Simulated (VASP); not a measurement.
# Al2O3 (R-3c) in VASP: further runs

Runs on Al2O3. Level: PBEsol. Tasks: single point.

Program: VASP 6.6.1. These are calculated values, not measurements. Logs are shortened: lines on timing, memory, paths and dates and some standing lists are left out, and cuts for length are marked.

## (1) The cell of the first run

It takes space group R-3c (No. 167, trigonal). Conventional cell: a = 4.774 Å, b = 4.774 Å, c = 13.015 Å, α = 90.00°, β = 90.00°, γ = 120.00°. Al (site symmetry 3) has 6 O at 1.86 to 1.97 Å within 2.5 Å. O (site symmetry 2) has 4 Al at 1.86 to 1.97 Å and 12 O at 2.53 to 2.88 Å within 2.9 Å.

## (2) Single point, PBEsol

Contents of INCAR:

```
SYSTEM = Al2O3
PREC     = Accurate       ! precision mode
ENCUT    = 520            ! plane-wave cutoff, eV
EDIFF    = 1E-6           ! SCF threshold, eV
ISMEAR   = 0              ! smearing method
SIGMA    = 0.02           ! smearing width, eV
LREAL    = .False.        ! projectors in reciprocal space
LASPH    = .True.         ! aspherical terms in the spheres
NELM     = 60             ! most SCF steps
ALGO     = Normal         ! electronic algorithm
ISIF     = 2              ! what is computed and relaxed
LWAVE    = .False.        ! write WAVECAR
LCHARG   = .False.        ! write CHGCAR
GGA      = PS             ! functional
NBANDS   = 35             ! bands
```

Contents of KPOINTS:

```
Automatic mesh
0
Gamma
  6 6 6
  0 0 0
```

Contents of POSCAR:

```
Al2O3
1.0
    2.3869305998      1.3780950243      4.3382850848
   -2.3869305998      1.3780950243      4.3382850848
    0.0000000000     -2.7561900487      4.3382850848
Al O
4 6
Direct
    0.1479209713      0.1479209713      0.1479209713
    0.3520790287      0.3520790287      0.3520790287
    0.6479209713      0.6479209713      0.6479209713
    0.8520790287      0.8520790287      0.8520790287
    0.9441401450      0.5558598550      0.2500000000
    0.4441401450      0.7500000000      0.0558598550
    0.5558598550      0.2500000000      0.9441401450
    0.2500000000      0.9441401450      0.5558598550
    0.7500000000      0.0558598550      0.4441401450
    0.0558598550      0.4441401450      0.7500000000
```

Potentials or basis: VASP PAW PBE potentials, release 64 (Al, O).

On the command line:

```console
> cat potpaw_PBE.64/Al/POTCAR potpaw_PBE.64/O/POTCAR > POTCAR
> mpirun -np 1 vasp_std > vasp.out
```

OUTCAR:

```text
SYSTEM = Al2O3
   PREC = Accurate
   ENCUT = 520
   EDIFF = 1E-6
   ISMEAR = 0
   LREAL = .False.
   LASPH = .True.
   NELM = 60
   ISIF = 2
   GGA = PS

 ion  position               nearest neighbor table
   1  0.148  0.148  0.148-   9 1.86   6 1.86  10 1.86   7 1.97   5 1.97   8 1.97   2 2.66   4 2.80
                             4 2.80   4 2.80   2 3.23   2 3.23   2 3.23
   2  0.352  0.352  0.352-   6 1.86   9 1.86  10 1.86   8 1.97   5 1.97   7 1.97   1 2.66   3 2.80
                             3 2.80   3 2.80   1 3.23   1 3.23   1 3.23
   3  0.648  0.648  0.648-   7 1.86   8 1.86   5 1.86   9 1.97  10 1.97   6 1.97   4 2.66   2 2.80
                             2 2.80   2 2.80   4 3.23   4 3.23   4 3.23
   4  0.852  0.852  0.852-   8 1.86   7 1.86   5 1.86   6 1.97  10 1.97   9 1.97   3 2.66   1 2.80
                             1 2.80   1 2.80   3 3.23   3 3.23   3 3.23
   5  0.944  0.556  0.250-   3 1.86   4 1.86   1 1.97   2 1.97
   6  0.444  0.750  0.056-   2 1.86   1 1.86   4 1.97   3 1.97
   7  0.556  0.250  0.944-   3 1.86   4 1.86   1 1.97   2 1.97
   8  0.250  0.944  0.556-   4 1.86   3 1.86   2 1.97   1 1.97
   9  0.750  0.056  0.444-   1 1.86   2 1.86   3 1.97   4 1.97
  10  0.056  0.444  0.750-   1 1.86   2 1.86   3 1.97   4 1.97

  LATTYP: Found a trigonal (rhomboedric) cell.
 ALAT       =     5.1397763630
 COS(alpha) =     0.5686586094

  Lattice vectors:

 A1 = (   2.3869305998,   1.3780950243,   4.3382850848)
 A2 = (  -2.3869305998,   1.3780950243,   4.3382850848)
 A3 = (   0.0000000000,  -2.7561900487,   4.3382850848)

Analysis of symmetry for initial positions (statically):
=====================================================================
 Subroutine PRICEL returns:
 Original cell was already a primitive cell.

 Routine SETGRP: Setting up the symmetry group for a
 trigonal (rhombohedral) supercell.

 Subroutine GETGRP returns: Found 12 space group operations
 (whereof  6 operations were pure point group operations)
 out of a pool of 12 trial point group operations.

The static configuration has the point symmetry S_6 .
 The point group associated with its full space group is D_3d.

Analysis of symmetry for dynamics (positions and initial velocities):
=====================================================================
 Subroutine PRICEL returns:
 Original cell was already a primitive cell.

 Routine SETGRP: Setting up the symmetry group for a
 trigonal (rhombohedral) supercell.

 Subroutine GETGRP returns: Found 12 space group operations
 (whereof  6 operations were pure point group operations)
 out of a pool of 12 trial point group operations.

The dynamic configuration has the point symmetry S_6 .
 The point group associated with its full space group is D_3d.

 Subroutine INISYM returns: Found 12 space group operations
 (whereof  6 operations are pure point group operations),
 and found     1 'primitive' translations

----------------------------------------------------------------------------------------

                                     Primitive cell

  volume of cell :      85.6226

  direct lattice vectors                    reciprocal lattice vectors
     2.386930600  1.378095024  4.338285085     0.209474042  0.120939894  0.076835276
    -2.386930600  1.378095024  4.338285085    -0.209474042  0.120939894  0.076835276
     0.000000000 -2.756190049  4.338285085     0.000000000 -0.241879789  0.076835276

  length of vectors
     5.139776363  5.139776363  5.139776363     0.253790252  0.253790252  0.253790252

  position of ions in fractional coordinates (direct lattice)
     0.147920971  0.147920971  0.147920971
     0.352079029  0.352079029  0.352079029
     0.647920971  0.647920971  0.647920971
     0.852079029  0.852079029  0.852079029
     0.944140145  0.555859855  0.250000000
     0.444140145  0.750000000  0.055859855
     0.555859855  0.250000000  0.944140145
     0.250000000  0.944140145  0.555859855
     0.750000000  0.055859855  0.444140145
     0.055859855  0.444140145  0.750000000

  ion indices of the primitive-cell ions
   primitive index   ion index
                 1           1
                 2           2
                 3           3
                 4           4
                 5           5
                 6           6
                 7           7
                 8           8
                 9           9
                10          10

----------------------------------------------------------------------------------------

 KPOINTS: Automatic mesh

Automatic generation of k-mesh.
 Grid dimensions read from file:
 generate k-points for:    6    6    6

 Generating k-lattice:

  Cartesian coordinates                     Fractional coordinates (reciprocal lattice)
     0.034912340  0.020156649  0.012805879     0.166666667  0.000000000  0.000000000
    -0.034912340  0.020156649  0.012805879     0.000000000  0.166666667  0.000000000
     0.000000000 -0.040313298  0.012805879     0.000000000  0.000000000  0.166666667

  Length of vectors
     0.042298375  0.042298375  0.042298375

  Shift w.r.t. Gamma in fractional coordinates (k-lattice)
     0.000000000  0.000000000  0.000000000

 Subroutine IBZKPT returns following result:
 ===========================================

 Found     32 irreducible k-points:

 Following reciprocal coordinates:
            Coordinates               Weight
  0.000000  0.000000  0.000000      1.000000
  0.166667  0.000000  0.000000      6.000000
  0.333333  0.000000  0.000000      6.000000
  0.500000  0.000000  0.000000      3.000000
  0.166667  0.166667  0.000000      6.000000
  0.333333  0.166667  0.000000     12.000000
[... 16 lines left out ...]
  0.500000  0.500000  0.166667      6.000000
 -0.333333  0.500000  0.166667     12.000000
 [... further k-points ...]
   k-points           NKPTS =     32   k-points in BZ     NKDIM =     32   number of bands    NBANDS=     35
   number of dos      NEDOS =    301   number of ions     NIONS =     10
   total plane-waves  NPLWV =  64000
   dimension x,y,z NGX =    40 NGY =   40 NGZ =   40
   dimension x,y,z NGXF=    80 NGYF=   80 NGZF=   80
   ions per type =               4   6
   NGX,Y,Z   is equivalent  to a cutoff of  12.94, 12.94, 12.94 a.u.
   NGXF,Y,Z  is equivalent  to a cutoff of  25.88, 25.88, 25.88 a.u.
 SYSTEM =  Al2O3
   PREC   = accura    normal or accurate (medium, high low for compatibility)
   ISTART =      0    job   : 0-new  1-cont  2-samecut
   ICHARG =      2    charge: 1-file 2-atom 10-const
   ISPIN  =      1    spin polarized calculation?
   LNONCOLLINEAR =      F non collinear calculations
   LSORBIT =      F    spin-orbit coupling
   LASPH  =      T    aspherical Exc in radial PAW
   ENCUT  =  520.0 eV  38.22 Ry    6.18 a.u.   9.56  9.56  9.56*2*pi/ulx,y,z
   NELM   =     60;   NELMIN=  2; NELMDL= -5     # of ELM steps
   EDIFF  = 0.1E-05   stopping-criterion for ELM
   LREAL  =      F    real-space projection
   EDIFFG = 0.1E-04   stopping-criterion for IOM
   NSW    =      0    number of steps for IOM
   IBRION =     -1    ionic relax: 0-MD 1-quasi-New 2-CG
   NFREE  =      0    steps in history (QN), initial steepest desc. (CG)
   ISIF   =      2    stress and relaxation
   ISYM   =      2    0-nonsym 1-usesym 2-fastsym
   POTIM  = 0.5000    time-step for ionic-motion
   TEBEG  =    0.0;   TEEND  =   0.0 temperature during run
   PSTRESS=    0.0 pullay stress
   NELECT =      48.0000    total number of electrons
   NUPDOWN=      -1.0000    fix difference up-down
   EMIN   =  10.00;   EMAX   =-10.00  energy-range for DOS
   EFERMI =   0.00;   METHOD = LEGACY
   ISMEAR =     0;   SIGMA  =   0.02  broadening in eV -4-tet -1-fermi 0-gaus
   EFERMI_NEDOS =   21; number of points for ismear=-14 and -15
   IALGO  =     38    algorithm
   IMIX   =      4    mixing-type and parameters
     AMIX     =   0.40;   BMIX     =  1.00
     AMIX_MAG =   1.60;   BMIX_MAG =  1.00
  volume/ion in A,a.u.               =       8.56        57.78
  Fermi-wavevector in a.u.,A,eV,Ry     =   1.349872  2.550888 24.791903  1.822153
  Thomas-Fermi vector in A             =   2.477423
   LORBIT       =      0    0 simple, 1 ext, 2 COOP (PROOUT), +10 PAW based schemes
   GGA     = PS    functional components
   LHFCALC =     F    Hartree Fock is set to
   AEXX    =    0.0000 exact exchange contribution
   IVDW    =     0    specifies the selected vdW correction
   LEPSILON=     F    determine dielectric tensor
   LRPA    =     F    only Hartree local field effects (RPA)
 non-spin polarized calculation
 Gauss-broadening in eV      SIGMA  =   0.02
  energy-cutoff  :      520.00
  volume of cell :       85.62
 maximum number of plane-waves:      2328
 NGX is ok and might be reduce to    40

 number of electron      48.0000012 magnetization

 Free energy of the ion-electron system (eV)
  ---------------------------------------------------
  ext. energy  EPLUGINS =         0.00000000
  ---------------------------------------------------
  free energy    TOTEN  =       -78.66432244 eV

  energy without entropy =      -78.66432244  energy(sigma->0) =      -78.66432244

 E-fermi :   6.0798     XC(G=0): -11.9060

 val. band max:        5.9504278178   @ k =   0.0000   0.0000   0.0000
 cond. band min:      11.9894798832   @ k =   0.0000   0.0000   0.0000
 fundamental gap:      6.0390520655
 Fermi energy:         6.0798254399

 k-point     1 :       0.0000    0.0000    0.0000
  band No.  band energies     occupation
      1     -13.2004      2.00000
      2     -10.8455      2.00000
      3     -10.5648      2.00000
      4     -10.5648      2.00000
      5     -10.2409      2.00000
      6     -10.2409      2.00000
[... 27 lines left out ...]
     34      19.4031      0.00000
     35      20.3742      0.00000

 k-point     2 :       0.1667    0.0000    0.0000
  band No.  band energies     occupation
      1     -13.0565      2.00000
      2     -10.9237      2.00000
      3     -10.6445      2.00000
      4     -10.5926      2.00000
      5     -10.3102      2.00000
      6     -10.2515      2.00000
[... 27 lines left out ...]
     34      18.7588      0.00000
     35      20.0792      0.00000

 k-point     3 :       0.3333    0.0000    0.0000
  band No.  band energies     occupation
      1     -12.6469      2.00000
      2     -11.3906      2.00000
      3     -10.6199      2.00000
      4     -10.5898      2.00000
      5     -10.4562      2.00000
      6     -10.3172      2.00000
[... 27 lines left out ...]
     34      19.2200      0.00000
     35      19.3983      0.00000
[... 723 lines left out ...]
 k-point    23 :       0.5000    0.5000    0.1667
  band No.  band energies     occupation
      1     -12.1700      2.00000
      2     -11.4616      2.00000
      3     -11.1006      2.00000
      4     -10.8634      2.00000
      5     -10.4823      2.00000
      6     -10.1943      2.00000
[... 27 lines left out ...]
     34      19.1292      0.00000
     35      19.4771      0.00000

 k-point    24 :      -0.3333    0.5000    0.1667
  band No.  band energies     occupation
      1     -11.8886      2.00000
      2     -11.5104      2.00000
      3     -11.2519      2.00000
      4     -11.0279      2.00000
      5     -10.4308      2.00000
      6     -10.2194      2.00000
[... 27 lines left out ...]
     34      19.1441      0.00000
     35      19.2900      0.00000

 [... further k-points ...]

------------------------ aborting loop because EDIFF is reached ----------------------------------------

  FORCE on cell =-STRESS in cart. coord.  units (eV):
  Direction    XX          YY          ZZ          XY          YZ          ZX
  --------------------------------------------------------------------------------------
  -------------------------------------------------------------------------------------
  Total        0.0501974      0.0501974      0.0001688      0.0000000     -0.0000000      0.0000000
  in kB        0.9392989      0.9392989      0.0031586      0.0000000     -0.0000000      0.0000000
  external PRESSURE =       0.6272521 kB  Pullay stress =       0.0000000 kB

 VOLUME and BASIS-vectors are now :
 -----------------------------------------------------------------------------
  energy-cutoff  :      520.00
  volume of cell :       85.62
      direct lattice vectors                 reciprocal lattice vectors
     2.386930600  1.378095024  4.338285085     0.209474042  0.120939894  0.076835276
    -2.386930600  1.378095024  4.338285085    -0.209474042  0.120939894  0.076835276
     0.000000000 -2.756190049  4.338285085     0.000000000 -0.241879789  0.076835276

 POSITION                                       TOTAL-FORCE (eV/Angst)
 -----------------------------------------------------------------------------------
      0.00000     -0.00000      1.92517        -0.000000     -0.000000      0.002101
      0.00000     -0.00000      4.58226        -0.000000      0.000000     -0.002101
      0.00000     -0.00000      8.43260        -0.000000     -0.000000      0.002101
      0.00000     -0.00000     11.08969        -0.000000      0.000000     -0.002101
      0.92680      1.37810      7.59200         0.004521     -0.000000     -0.000000
     -0.73007      1.49168      5.42286         0.002260      0.003915     -0.000000
      0.73007     -1.49168      7.59200        -0.002260     -0.003915     -0.000000
     -1.65686      0.11358      7.59200        -0.002260      0.003915     -0.000000
      1.65686     -0.11358      5.42286         0.002260     -0.003915     -0.000000
     -0.92680     -1.37810      5.42286        -0.004521     -0.000000      0.000000
 -----------------------------------------------------------------------------------
    total drift:                               -0.000000     -0.000000      0.000000

  FREE ENERGIE OF THE ION-ELECTRON SYSTEM (eV)
  ---------------------------------------------------
  free  energy   TOTEN  =       -78.6643224398 eV

  energy  without entropy=      -78.6643224398  energy(sigma->0) =      -78.66432244
```

Run time: 89 s. Hardware: 1 thread of Intel Xeon Platinum 8259CL at 2.50GHz (Skylake/Cascade Lake), shared host; peak memory 0.27 GiB.

Results:

- Free energy: -78.6643 eV
- Pressure: 0.1 GPa
- Largest force: 0.005 eV/Å
- Band gap on the k mesh: 6.04 eV

Forces in eV/Å, atoms in the order of the input:
```
Al   0.000  0.000  0.002
Al   0.000  0.000 -0.002
Al   0.000  0.000  0.002
Al   0.000  0.000 -0.002
O    0.005  0.000  0.000
O    0.002  0.004  0.000
O   -0.002 -0.004  0.000
O   -0.002  0.004  0.000
O    0.002 -0.004  0.000
O   -0.005  0.000  0.000
```

Levels at points of the mesh, in eV from the valence-band top:
```tsv
k point	band 20	band 21	band 22	band 23	band 24	band 25	band 26	band 27	band 28	band 29
(0.00, 0.00, 0.00)	-0.50	-0.50	-0.04	-0.04	0.00	6.04	8.91	10.59	11.34	11.34
(0.50, 0.00, 0.00)	-1.32	-0.91	-0.91	-0.27	-0.27	9.26	9.26	9.47	9.47	11.54
(0.50, 0.50, 0.00)	-1.30	-1.01	-0.91	-0.74	-0.25	9.41	9.55	9.73	10.22	10.96
(0.50, 0.50, 0.50)	-2.01	-0.38	-0.38	-0.38	-0.38	8.48	8.48	10.90	10.90	12.31
```

Caveat: the PAW data sets were made with another functional, which shifts forces and pressure a little.

## (3) Single point, PBEsol

This run uses another cell than the first one: it holds 40 atoms, not 10.

Contents of INCAR:

```
SYSTEM = Al2O3
PREC = Accurate
ENCUT = 520
EDIFF = 1E-6
ISMEAR = 0
SIGMA = 0.02
LREAL = Auto
LASPH = .TRUE.
NELM = 60
ALGO = Normal
ISIF = 2
LWAVE = .FALSE.
LCHARG = .TRUE.
GGA = PS
LELF = .TRUE.
LVHAR = .TRUE.
NBANDS = 122
```

Contents of KPOINTS:

```
Automatic mesh
0
Gamma
  2 2 2
  0.5 0.5 0.5
```

Contents of POSCAR:

```
Al2O3
1.0
   -4.7738611996     -2.7561900487      4.3382850848
    4.7738611996     -2.7561900487      4.3382850848
    0.0000000000      5.5123800973      4.3382850848
Al O
16 24
Direct
    0.1479209713      0.1479209713      0.1479209713
    0.6479209713      0.6479209713      0.1479209713
    0.6479209713      0.1479209713      0.6479209713
    0.1479209713      0.6479209713      0.6479209713
    0.3520790287      0.3520790287      0.3520790287
    0.8520790287      0.8520790287      0.3520790287
    0.8520790287      0.3520790287      0.8520790287
    0.3520790287      0.8520790287      0.8520790287
    0.6479209713      0.6479209713      0.6479209713
    0.1479209713      0.1479209713      0.6479209713
    0.1479209713      0.6479209713      0.1479209713
    0.6479209713      0.1479209713      0.1479209713
    0.8520790287      0.8520790287      0.8520790287
    0.3520790287      0.3520790287      0.8520790287
    0.3520790287      0.8520790287      0.3520790287
    0.8520790287      0.3520790287      0.3520790287
    0.4029299275      0.5970700725      0.7500000000
    0.9029299275      0.0970700725      0.7500000000
    0.9029299275      0.5970700725      0.2500000000
    0.4029299275      0.0970700725      0.2500000000
    0.4029299275      0.2500000000      0.5970700725
    0.9029299275      0.7500000000      0.5970700725
    0.9029299275      0.2500000000      0.0970700725
    0.4029299275      0.7500000000      0.0970700725
    0.5970700725      0.7500000000      0.4029299275
    0.0970700725      0.2500000000      0.4029299275
    0.0970700725      0.7500000000      0.9029299275
    0.5970700725      0.2500000000      0.9029299275
    0.7500000000      0.4029299275      0.5970700725
    0.2500000000      0.9029299275      0.5970700725
    0.2500000000      0.4029299275      0.0970700725
    0.7500000000      0.9029299275      0.0970700725
    0.2500000000      0.5970700725      0.4029299275
    0.7500000000      0.0970700725      0.4029299275
    0.7500000000      0.5970700725      0.9029299275
    0.2500000000      0.0970700725      0.9029299275
    0.5970700725      0.4029299275      0.2500000000
    0.0970700725      0.9029299275      0.2500000000
    0.0970700725      0.4029299275      0.7500000000
    0.5970700725      0.9029299275      0.7500000000
```

Potentials or basis: VASP PAW PBE potentials, release 64 (Al, O).

On the command line:

```console
> cat potpaw_PBE.64/Al/POTCAR potpaw_PBE.64/O/POTCAR > POTCAR
> mpirun -np 1 vasp_std > vasp.out
```

Run time: 2.5 min. Hardware: 1 thread of Intel Xeon Platinum 8259CL at 2.50GHz (Skylake/Cascade Lake), shared host; peak memory 0.38 GiB.

Results (log left out):

- Free energy: -314.6695 eV
- Pressure: 0.1 GPa
- Largest force: 0.006 eV/Å
- Band gap on the k mesh: 7.13 eV

Forces in eV/Å, atoms in the order of the input:
```
Al   0.000  0.000  0.006
Al   0.000  0.000  0.006
Al   0.000  0.000  0.006
Al   0.000  0.000  0.006
Al   0.000  0.000 -0.006
Al   0.000  0.000 -0.006
Al   0.000  0.000 -0.006
Al   0.000  0.000 -0.006
Al   0.000  0.000  0.006
Al   0.000  0.000  0.006
Al   0.000  0.000  0.006
Al   0.000  0.000  0.006
Al   0.000  0.000 -0.006
Al   0.000  0.000 -0.006
Al   0.000  0.000 -0.006
Al   0.000  0.000 -0.006
O    0.003  0.000  0.000
O    0.003  0.000  0.000
O    0.003  0.000  0.000
O    0.003  0.000  0.000
O    0.002  0.003  0.000
O    0.002  0.003  0.000
O    0.002  0.003  0.000
O    0.002  0.003  0.000
O   -0.002 -0.003  0.000
O   -0.002 -0.003  0.000
O   -0.002 -0.003  0.000
O   -0.002 -0.003  0.000
O   -0.002  0.003  0.000
O   -0.002  0.003  0.000
O   -0.002  0.003  0.000
O   -0.002  0.003  0.000
O    0.002 -0.003  0.000
O    0.002 -0.003  0.000
O    0.002 -0.003  0.000
O    0.002 -0.003  0.000
O   -0.003  0.000  0.000
O   -0.003  0.000  0.000
O   -0.003  0.000  0.000
O   -0.003  0.000  0.000
```

Stress tensor (GPa, compression positive):
```
0.15 0.00 0.00
0.00 0.15 0.00
0.00 0.00 0.01
```

Levels at points of the mesh, in eV from the valence-band top:
```csv
k point,band 93,band 94,band 95,band 96,band 97,band 98,band 99,band 100
"(0.25, 0.25, 0.25)",-0.28,-0.28,0.00,0.00,7.13,9.08,9.19,9.19
```

Caveat: the PAW data sets were made with another functional, which shifts forces and pressure a little; a shifted mesh leaves out Γ, where band edges can lie.
